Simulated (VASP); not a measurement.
# ZrB (Fm-3m) in VASP: notebook

The runs below take ZrB through single point, with r2SCAN, r2SCAN+D3(BJ).

All numbers are computed with VASP 6.6.1; they aren't measurements. Logs are shortened: lines on timing, memory, paths and dates and some standing lists are left out, and cuts for length are marked.

### 1 The cell of the first run

The structure is cubic, space group Fm-3m (No. 225). The conventional cell has a = 4.911 Å, b = 4.911 Å, c = 4.911 Å, α = 90.00°, β = 90.00°, γ = 90.00°. Zr (site symmetry m-3m) has 6 B at 2.46 Å within 3.2 Å. Within 3.2 Å of B (site symmetry m-3m) lie 6 Zr at 2.46 Å.

### 2 Single point, r2SCAN (14.81 Å³/atom)

POSCAR reads:

```
ZrB
1.0
    0.0000000000      2.4556827944      2.4556827944
    2.4556827944      0.0000000000      2.4556827944
    2.4556827944      2.4556827944      0.0000000000
Zr B
1 1
Direct
    0.5000000000      0.5000000000      0.5000000000
    0.0000000000      0.0000000000      0.0000000000
```

INCAR.step1 reads:

```
PREC = Accurate
ENCUT = 520
ISMEAR = 0
SIGMA = 0.05
LREAL = F
LASPH = T
NELM = 100
NBANDS = 14
GGA = PE
ALGO = Normal
EDIFF = 1E-4
LWAVE = T
LCHARG = F
```

INCAR.step2 reads:

```
PREC = Accurate
ENCUT = 520
EDIFF = 1E-7
ISMEAR = 0
SIGMA = 0.05
LREAL = F
LASPH = T
NELM = 100
ALGO = Normal
ISIF = 2
LWAVE = F
LCHARG = F
METAGGA = R2SCAN
LMIXTAU = T
NBANDS = 14
ISTART = 1
```

KPOINTS reads:

```
regular mesh
0
Gamma
  12 12 12
```

Potentials or basis: VASP PAW PBE potentials, release 64 (Zr_sv, B).

On the command line:

```sh
cat potpaw_PBE.64/Zr_sv/POTCAR potpaw_PBE.64/B/POTCAR > POTCAR
cp INCAR.step1 INCAR
mpirun -np 1 vasp_std > vasp.out
cp INCAR.step2 INCAR
mpirun -np 1 vasp_std > vasp.out
```

OUTCAR:

```text
PREC = Accurate
   ENCUT = 520
   EDIFF = 1E-7
   ISMEAR = 0
   LREAL = F
   LASPH = T
   NELM = 100
   ISIF = 2
   METAGGA = R2SCAN
   ISTART = 1

 ion  position               nearest neighbor table
   1  0.500  0.500  0.500-   2 2.46   2 2.46   2 2.46   2 2.46   2 2.46   2 2.46
   2  0.000  0.000  0.000-   1 2.46   1 2.46   1 2.46   1 2.46   1 2.46   1 2.46

  LATTYP: Found a face centered cubic cell.
 ALAT       =     4.9113655888

  Lattice vectors:

 A1 = (   0.0000000000,   2.4556827944,   2.4556827944)
 A2 = (   2.4556827944,   0.0000000000,   2.4556827944)
 A3 = (   2.4556827944,   2.4556827944,   0.0000000000)

Analysis of symmetry for initial positions (statically):
=====================================================================
 Subroutine PRICEL returns:
 Original cell was already a primitive cell.

 Routine SETGRP: Setting up the symmetry group for a
 face centered cubic supercell.

 Subroutine GETGRP returns: Found 48 space group operations
 (whereof 48 operations were pure point group operations)
 out of a pool of 48 trial point group operations.

The static configuration has the point symmetry O_h .

Analysis of symmetry for dynamics (positions and initial velocities):
=====================================================================
 Subroutine PRICEL returns:
 Original cell was already a primitive cell.

 Routine SETGRP: Setting up the symmetry group for a
 face centered cubic supercell.

 Subroutine GETGRP returns: Found 48 space group operations
 (whereof 48 operations were pure point group operations)
 out of a pool of 48 trial point group operations.

The dynamic configuration has the point symmetry O_h .

 Subroutine INISYM returns: Found 48 space group operations
 (whereof 48 operations are pure point group operations),
 and found     1 'primitive' translations

----------------------------------------------------------------------------------------

                                     Primitive cell

  volume of cell :      29.6174

  direct lattice vectors                    reciprocal lattice vectors
     0.000000000  2.455682794  2.455682794    -0.203609359  0.203609359  0.203609359
     2.455682794  0.000000000  2.455682794     0.203609359 -0.203609359  0.203609359
     2.455682794  2.455682794  0.000000000     0.203609359  0.203609359 -0.203609359

  length of vectors
     3.472859913  3.472859913  3.472859913     0.352661755  0.352661755  0.352661755

  position of ions in fractional coordinates (direct lattice)
     0.500000000  0.500000000  0.500000000
     0.000000000  0.000000000  0.000000000

  ion indices of the primitive-cell ions
   primitive index   ion index
                 1           1
                 2           2

----------------------------------------------------------------------------------------

 KPOINTS: regular mesh

Automatic generation of k-mesh.
 Grid dimensions read from file:
 generate k-points for:   12   12   12

 Generating k-lattice:

  Cartesian coordinates                     Fractional coordinates (reciprocal lattice)
    -0.016967447  0.016967447  0.016967447     0.083333333  0.000000000  0.000000000
     0.016967447 -0.016967447  0.016967447     0.000000000  0.083333333  0.000000000
     0.016967447  0.016967447 -0.016967447     0.000000000  0.000000000  0.083333333

  Length of vectors
     0.029388480  0.029388480  0.029388480

  Shift w.r.t. Gamma in fractional coordinates (k-lattice)
     0.000000000  0.000000000  0.000000000

 Subroutine IBZKPT returns following result:
 ===========================================

 Found     72 irreducible k-points:

 Following reciprocal coordinates:
            Coordinates               Weight
  0.000000  0.000000  0.000000      1.000000
  0.083333  0.000000  0.000000      8.000000
  0.166667  0.000000  0.000000      8.000000
  0.250000  0.000000  0.000000      8.000000
  0.333333  0.000000  0.000000      8.000000
  0.416667  0.000000  0.000000      8.000000
[... 16 lines left out ...]
  0.500000  0.166667  0.000000     24.000000
 -0.416667  0.166667  0.000000     24.000000
 [... further k-points ...]
   k-points           NKPTS =     72   k-points in BZ     NKDIM =     72   number of bands    NBANDS=     14
   number of dos      NEDOS =    301   number of ions     NIONS =      2
   total plane-waves  NPLWV =  21952
   dimension x,y,z NGX =    28 NGY =   28 NGZ =   28
   dimension x,y,z NGXF=    56 NGYF=   56 NGZF=   56
   ions per type =               1   1
   NGX,Y,Z   is equivalent  to a cutoff of  13.40, 13.40, 13.40 a.u.
   NGXF,Y,Z  is equivalent  to a cutoff of  26.81, 26.81, 26.81 a.u.
 SYSTEM =  unknown system
   PREC   = accura    normal or accurate (medium, high low for compatibility)
   ISTART =      1    job   : 0-new  1-cont  2-samecut
   ICHARG =      0    charge: 1-file 2-atom 10-const
   ISPIN  =      1    spin polarized calculation?
   LNONCOLLINEAR =      F non collinear calculations
   LSORBIT =      F    spin-orbit coupling
   LASPH  =      T    aspherical Exc in radial PAW
   ENCUT  =  520.0 eV  38.22 Ry    6.18 a.u.   6.46  6.46  6.46*2*pi/ulx,y,z
   NELM   =    100;   NELMIN=  2; NELMDL=  0     # of ELM steps
   EDIFF  = 0.1E-06   stopping-criterion for ELM
   LREAL  =      F    real-space projection
   EDIFFG = 0.1E-05   stopping-criterion for IOM
   NSW    =      0    number of steps for IOM
   IBRION =     -1    ionic relax: 0-MD 1-quasi-New 2-CG
   NFREE  =      0    steps in history (QN), initial steepest desc. (CG)
   ISIF   =      2    stress and relaxation
   ISYM   =      2    0-nonsym 1-usesym 2-fastsym
   POTIM  = 0.5000    time-step for ionic-motion
   TEBEG  =    0.0;   TEEND  =   0.0 temperature during run
   PSTRESS=    0.0 pullay stress
   NELECT =      15.0000    total number of electrons
   NUPDOWN=      -1.0000    fix difference up-down
   EMIN   =  10.00;   EMAX   =-10.00  energy-range for DOS
   EFERMI =   0.00;   METHOD = LEGACY
   ISMEAR =     0;   SIGMA  =   0.05  broadening in eV -4-tet -1-fermi 0-gaus
   EFERMI_NEDOS =   21; number of points for ismear=-14 and -15
   IALGO  =     38    algorithm
   IMIX   =      4    mixing-type and parameters
     AMIX     =   0.40;   BMIX     =  1.00
     AMIX_MAG =   1.60;   BMIX_MAG =  1.00
  volume/ion in A,a.u.               =      14.81        99.93
  Fermi-wavevector in a.u.,A,eV,Ry     =   1.304937  2.465974 23.168836  1.702861
  Thomas-Fermi vector in A             =   2.435840
   LORBIT       =      0    0 simple, 1 ext, 2 COOP (PROOUT), +10 PAW based schemes
   METAGGA = R2SCAN    functional components
   LHFCALC =     F    Hartree Fock is set to
   AEXX    =    0.0000 exact exchange contribution
   IVDW    =     0    specifies the selected vdW correction
   LEPSILON=     F    determine dielectric tensor
   LRPA    =     F    only Hartree local field effects (RPA)
 non-spin polarized calculation
 Gauss-broadening in eV      SIGMA  =   0.05
  energy-cutoff  :      520.00
  volume of cell :       29.62
 maximum number of plane-waves:       821
 NGX is ok and might be reduce to    28
   NGX = 13   NGY = 13   NGZ = 13

 number of electron      15.0000000 magnetization

 Free energy of the ion-electron system (eV)
  ---------------------------------------------------
  ext. energy  EPLUGINS =         0.00000000
  ---------------------------------------------------
  free energy    TOTEN  =       -30.98529000 eV

  energy without entropy =      -30.98459574  energy(sigma->0) =      -30.98494287

 E-fermi :   7.4031     XC(G=0): -12.2820

 val. band max:        7.3563654088   @ k =   0.5000   0.2500   0.0000
 cond. band min:       7.4335737207   @ k =   0.2500   0.0833   0.0000
 fundamental gap:      0.0772083120
 Fermi energy:         7.4031408652

 k-point     1 :       0.0000    0.0000    0.0000
  band No.  band energies     occupation
      1     -41.7498      2.00000
      2     -18.8721      2.00000
      3     -18.8721      2.00000
      4     -18.8721      2.00000
      5      -1.2000      2.00000
      6       9.4069      0.00000
      7       9.4069      0.00000
      8       9.4069      0.00000
      9      10.6909      0.00000
     10      10.6909      0.00000
     11      10.9976      0.00000
     12      10.9976      0.00000
     13      10.9976      0.00000
     14      18.5813      0.00000

 k-point     2 :       0.0833    0.0000    0.0000
  band No.  band energies     occupation
      1     -41.7457      2.00000
      2     -18.9117      2.00000
      3     -18.8759      2.00000
      4     -18.8759      2.00000
      5      -1.0390      2.00000
      6       8.8374      0.00000
      7       9.1846      0.00000
      8       9.1846      0.00000
      9       9.9014      0.00000
     10       9.9014      0.00000
     11      11.2560      0.00000
     12      12.3317      0.00000
     13      12.3317      0.00000
     14      18.9654      0.00000

 k-point     3 :       0.1667    0.0000    0.0000
  band No.  band energies     occupation
      1     -41.7345      2.00000
      2     -19.0185      2.00000
      3     -18.8864      2.00000
      4     -18.8864      2.00000
      5      -0.5758      2.00000
      6       7.7314      0.00000
      7       8.2246      0.00000
      8       8.2246      0.00000
      9      10.1631      0.00000
     10      10.1631      0.00000
     11      11.6004      0.00000
     12      13.9681      0.00000
     13      13.9681      0.00000
     14      19.6437      0.00000
[... 324 lines left out ...]
 k-point    23 :       0.5000    0.1667    0.0000
  band No.  band energies     occupation
      1     -41.6831      2.00000
      2     -19.3742      2.00000
      3     -19.0133      2.00000
      4     -18.9638      2.00000
      5       2.0602      2.00000
      6       4.3129      2.00000
      7       6.3022      2.00000
      8       6.7243      2.00000
      9      11.3371      0.00000
     10      12.7394      0.00000
     11      13.6675      0.00000
     12      16.7547      0.00000
     13      17.0177      0.00000
     14      18.8868      0.00000

 k-point    24 :      -0.4167    0.1667    0.0000
  band No.  band energies     occupation
      1     -41.6821      2.00000
      2     -19.3796      2.00000
      3     -19.0329      2.00000
      4     -18.9498      2.00000
      5       2.3019      2.00000
      6       4.0742      2.00000
      7       6.3223      2.00000
      8       6.4851      2.00000
      9      12.1704      0.00000
     10      12.3238      0.00000
     11      13.4567      0.00000
     12      16.7372      0.00000
     13      17.6102      0.00000
     14      18.2820      0.00000

 [... further k-points ...]

------------------------ aborting loop because EDIFF is reached ----------------------------------------

  FORCE on cell =-STRESS in cart. coord.  units (eV):
  Direction    XX          YY          ZZ          XY          YZ          ZX
  --------------------------------------------------------------------------------------
  -------------------------------------------------------------------------------------
  Total        0.0097624      0.0097624      0.0097624     -0.0000000      0.0000000     -0.0000000
  in kB        0.5281068      0.5281068      0.5281068     -0.0000000      0.0000000     -0.0000000
  external PRESSURE =       0.5281068 kB  Pullay stress =       0.0000000 kB

 VOLUME and BASIS-vectors are now :
 -----------------------------------------------------------------------------
  energy-cutoff  :      520.00
  volume of cell :       29.62
      direct lattice vectors                 reciprocal lattice vectors
     0.000000000  2.455682794  2.455682794    -0.203609359  0.203609359  0.203609359
     2.455682794  0.000000000  2.455682794     0.203609359 -0.203609359  0.203609359
     2.455682794  2.455682794  0.000000000     0.203609359  0.203609359 -0.203609359

 POSITION                                       TOTAL-FORCE (eV/Angst)
 -----------------------------------------------------------------------------------
      2.45568      2.45568      2.45568         0.000000     -0.000000      0.000000
      0.00000      0.00000      0.00000        -0.000000      0.000000     -0.000000
 -----------------------------------------------------------------------------------
    total drift:                                0.000000      0.000000      0.000000

  FREE ENERGIE OF THE ION-ELECTRON SYSTEM (eV)
  ---------------------------------------------------
  free  energy   TOTEN  =       -30.9852899960 eV

  energy  without entropy=      -30.9845957436  energy(sigma->0) =      -30.98494287
```

Run time: 3.9 min. Hardware: 1 thread of Intel Xeon 8259CL, shared host; peak memory 0.18 GiB.

Results:

| Property | Result |
| --- | --- |
| Free energy | -30.9853 eV |
| Pressure | 0.1 GPa |
| Band gap on the k mesh | zero (an odd number of electrons rules out a gap without spin polarisation) |

Caveat: the PAW data sets were made with another functional, which shifts forces and pressure a little.

### 3 Single point, r2SCAN

POSCAR is that of step 2.

INCAR.step1 reads:

```
SYSTEM = ZrB
ALGO = Normal
EDIFF = 1E-4
ENCUT = 520
GGA = PE
ISMEAR = 0
LASPH = .TRUE.
LCHARG = .FALSE.
LREAL = .FALSE.
LWAVE = .TRUE.
NBANDS = 14
NELM = 100
PREC = Accurate
SIGMA = 0.05
```

INCAR.step2 reads:

```
SYSTEM = ZrB
ALGO = Normal
EDIFF = 1E-6
ENCUT = 520
ISIF = 2
ISMEAR = 0
ISTART = 1
LASPH = .TRUE.
LCHARG = .FALSE.
LMIXTAU = .TRUE.
LREAL = .FALSE.
LWAVE = .FALSE.
METAGGA = R2SCAN
NBANDS = 14
NELM = 100
PREC = Accurate
SIGMA = 0.05
```

KPOINTS reads:

```
k-points
0
G
  12 12 12
  0 0 0
```

Potentials or basis: VASP PAW PBE potentials, release 64 (Zr_sv, B).

On the command line:

```sh
cat potpaw_PBE.64/Zr_sv/POTCAR potpaw_PBE.64/B/POTCAR > POTCAR
cp INCAR.step1 INCAR
mpirun -np 1 vasp_std > vasp.out
cp INCAR.step2 INCAR
mpirun -np 1 vasp_std > vasp.out
```

It took 3.7 min on 1 thread of Intel Xeon 8259CL, shared host; peak memory 0.18 GiB.

Results (log left out):

```
Free energy            : -30.9853 eV
Pressure               : 0.1 GPa
Band gap on the k mesh : zero (an odd number of electrons rules out a gap without spin polarisation)
```

Levels at points of the mesh, in eV from the Fermi level:
```csv
k point,band 4,band 5,band 6,band 7,band 8,band 9,band 10,band 11,band 12,band 13
"(0.00, 0.00, 0.00)",-26.28,-8.60,2.00,2.00,2.00,3.29,3.29,3.59,3.59,3.59
"(0.50, 0.00, 0.00)",-26.33,-4.65,-3.96,-1.21,-1.21,5.17,5.17,6.51,7.81,11.87
"(0.50, 0.50, 0.00)",-26.47,-6.59,-0.94,-0.68,2.11,2.11,4.73,6.11,6.11,9.03
```

Caveat: the PAW data sets were made with another functional, which shifts forces and pressure a little.

### 4 Single point, r2SCAN+D3(BJ)

POSCAR is that of step 3.

INCAR.step1 reads:

```
PREC = Accurate ; ENCUT = 520
ISMEAR = 0 ; SIGMA = 0.05
LREAL = F ; LASPH = T
NELM = 100 ; NBANDS = 14
GGA = PE ; ALGO = Normal
EDIFF = 1E-4 ; LWAVE = T
LCHARG = F
```

INCAR.step2 reads:

```
PREC = Accurate ; ENCUT = 520
EDIFF = 1E-6 ; ISMEAR = 0
SIGMA = 0.05 ; LREAL = F
LASPH = T ; NELM = 100
ALGO = Normal ; ISIF = 2
LWAVE = F ; LCHARG = F
METAGGA = R2SCAN ; LMIXTAU = T
IVDW = 12 ; VDW_S6 = 1.0
VDW_S8 = 0.78981345 ; VDW_A1 = 0.49484001
VDW_A2 = 5.73083694 ; NBANDS = 14
ISTART = 1
```

KPOINTS reads:

```
Automatic mesh
0
Gamma
  12 12 12
```

On the command line:

```sh
cat potpaw_PBE.64/Zr_sv/POTCAR potpaw_PBE.64/B/POTCAR > POTCAR
cp INCAR.step1 INCAR
mpirun -np 1 vasp_std > vasp.out
cp INCAR.step2 INCAR
mpirun -np 1 vasp_std > vasp.out
```

It took 3.4 min on 1 thread of Intel Xeon 8259CL, shared host; peak memory 0.19 GiB.

It converged, with:

```yaml
Free_energy: -31.3464 eV
Pressure: -1.9 GPa
Band_gap_on_the_k_mesh: zero (an odd number of electrons rules out a gap without spin polarisation)
Dispersion_energy_per_atom: -0.181 eV
```

Levels at points of the mesh, in eV from the Fermi level:
| k point | band 5 | band 6 | band 7 | band 8 | band 9 | band 10 | band 11 | band 12 |
| --- | --- | --- | --- | --- | --- | --- | --- | --- |
| (0.00, 0.00, 0.00) | -8.60 | 2.00 | 2.00 | 2.00 | 3.29 | 3.29 | 3.59 | 3.59 |
| (0.50, 0.00, 0.00) | -4.65 | -3.96 | -1.21 | -1.21 | 5.17 | 5.17 | 6.51 | 7.81 |
| (0.50, 0.50, 0.00) | -6.59 | -0.94 | -0.68 | 2.11 | 2.11 | 4.73 | 6.11 | 6.11 |

Caveat: the PAW data sets were made with another functional, which shifts forces and pressure a little.

(Part 1 of 2 ends here.)
